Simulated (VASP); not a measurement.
## Sn: single point with LDA

The system is Sn.

```
Sn
1.0
     4.78800    0.00000    0.00000
     0.00000    4.86658    0.00000
     0.00000    0.00000    3.24090
Sn
2
Direct
  0.50000 0.50000 0.50000
  0.00000 0.00000 0.00000
```

```yaml
Program: VASP 6.6.1
Task: single point
Functional: LDA
Potentials_or_basis: VASP PAW LDA potentials, release 64 (Sn_d)
Cutoff: 520 eV
k_mesh: 4 × 4 × 6
Occupations: methfessel-paxton, width 0.01 eV
Spin: no spin polarisation
```

```yaml
Pressure: -8.3 GPa
Band_gap_on_the_k_mesh: zero (bands 14 and 15 overlap by 0.56 eV)
```

Stress tensor (GPa, compression positive):
```
-9.16  0.00  0.00
 0.00 -8.99  0.00
 0.00  0.00 -6.68
```

Levels at points of the mesh, in eV from the Fermi level:
```tsv
k point	band 11	band 12	band 13	band 14	band 15	band 16	band 17	band 18
(0.00, 0.00, 0.00)	-9.28	-5.74	-1.70	-1.55	2.98	3.47	3.53	4.91
(0.50, 0.00, 0.00)	-7.92	-7.92	0.01	0.01	0.01	0.01	6.24	6.24
(0.00, 0.50, 0.00)	-7.95	-7.95	0.10	0.10	0.13	0.13	6.21	6.21
(0.50, 0.50, 0.00)	-7.50	-7.50	-3.33	-3.33	4.79	4.79	6.47	6.47
(0.00, 0.00, 0.50)	-5.79	-5.79	-1.14	-1.14	1.81	1.81	1.93	1.93
(0.50, 0.00, 0.50)	-5.18	-5.18	-2.75	-2.75	2.25	2.25	2.65	2.65
(0.00, 0.50, 0.50)	-5.21	-5.21	-2.78	-2.78	2.33	2.33	2.76	2.76
(0.50, 0.50, 0.50)	-4.93	-4.93	-2.00	-2.00	0.31	0.31	0.36	0.36
```

Wall time 26 s on 1 thread of Intel(R) Xeon(R) Platinum 8259CL CPU @ 2.50GHz (Skylake/Cascade Lake), with other jobs on the host, peak memory 0.17 GiB.

Caveat: the cell stands under tension; spin-orbit coupling is left out, which moves the levels of the heavy elements.
